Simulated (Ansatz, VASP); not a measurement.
**Bi2B3Br: VASP beside Ansatz**

The input INCAR:

```
SYSTEM = Bi2B3Br
ALGO     = Normal         ! electronic algorithm
EDIFF    = 1E-6           ! SCF threshold, eV
EDIFFG   = -0.04          ! ionic threshold
ENCUT    = 600            ! plane-wave cutoff, eV
GGA      = PE             ! functional
IBRION   = 2              ! ionic algorithm
ISIF     = 3              ! what is computed and relaxed
ISMEAR   = 0              ! smearing method
LASPH    = .True.         ! aspherical terms in the spheres
LCHARG   = .False.        ! write CHGCAR
LREAL    = .False.        ! projectors in reciprocal space
LWAVE    = .False.        ! write WAVECAR
NELM     = 100            ! most SCF steps
NSW      = 90             ! ionic steps
PREC     = Accurate       ! precision mode
SIGMA    = 0.1            ! smearing width, eV
```

File KPOINTS:

```
k-points
0
Gamma
  4 4 4
  0 0 0
```

File POSCAR:

```
Bi2B3Br
1.0
    4.7749944800      0.0000000000      0.0000000000
    0.0000000000      4.7749944800      0.0000000000
    0.0000000000      0.0000000000      6.1178720800
B Bi Br
3 2 1
Direct
    0.0000000000      0.0000000000      0.8739997500
    0.0000000000      0.0000000000      0.1260002500
    0.0000000000      0.0000000000      0.5000000000
    0.0000000000      0.5000000000      0.0000000000
    0.5000000000      0.0000000000      0.0000000000
    0.5000000000      0.5000000000      0.0000000000
```

Input for Ansatz:

```yaml
crystal:
  lattice:
    - [4.77499448, 0.0, 0.0]
    - [0.0, 4.77499448, 0.0]
    - [0.0, 0.0, 6.11787208]
  atoms:
    - { symbol: B, position: [0.0, 0.0, 0.87399975] }
    - { symbol: B, position: [0.0, 0.0, 0.12600025] }
    - { symbol: B, position: [0.0, 0.0, 0.5] }
    - { symbol: Bi, position: [0.0, 0.5, 0.0] }
    - { symbol: Bi, position: [0.5, 0.0, 0.0] }
    - { symbol: Br, position: [0.5, 0.5, 0.0] }
basis:
  ecutwfc: 420
kpoints:
  mp_grid: { grid: [4, 4, 4] }
hamiltonian:
  xc: pbe
scf:
  occupations: { method: gaussian, width: 0.1 }
  lower_state_search: "off"
output:
  forces: true
  stress: true
  eigenvalues: true
relax:
  adjacent_minimum: "off"
  f_tol: 0.04
  max_steps: 70
  cell: { stress_tol: 0.4 }
```

Alike in both runs: task relaxation of cell and atoms; functional PBE; k mesh 4 × 4 × 4; occupations gaussian, width 0.1 eV; no spin polarisation.

|  | VASP | Ansatz |
| --- | --- | --- |
| version | VASP 6.6.1 | Ansatz 0.2.0 |
| potentials or method | VASP PAW PBE potentials, release 64 (B, Bi_d, Br), cutoff 600 eV | scalar-relativistic, plane waves, PAW |
| valence electrons in the cell | 46 | 46 |

|  | VASP | Ansatz | Ansatz less VASP |
| --- | --- | --- | --- |
| gap on the k mesh at the Fermi level, each at its own relaxed structure (eV) | none | none | - |
| relaxed volume (Å³/atom) | 25.99 | 26.01 | +0.020 |
| relaxed length of the cell vector where the two differ most in proportion (Å) | 5.775 | 5.777 | +0.0020 |

A gap of «none» marks a metal or a gap that the smearing closes.

Neither program's run includes spin-orbit coupling.
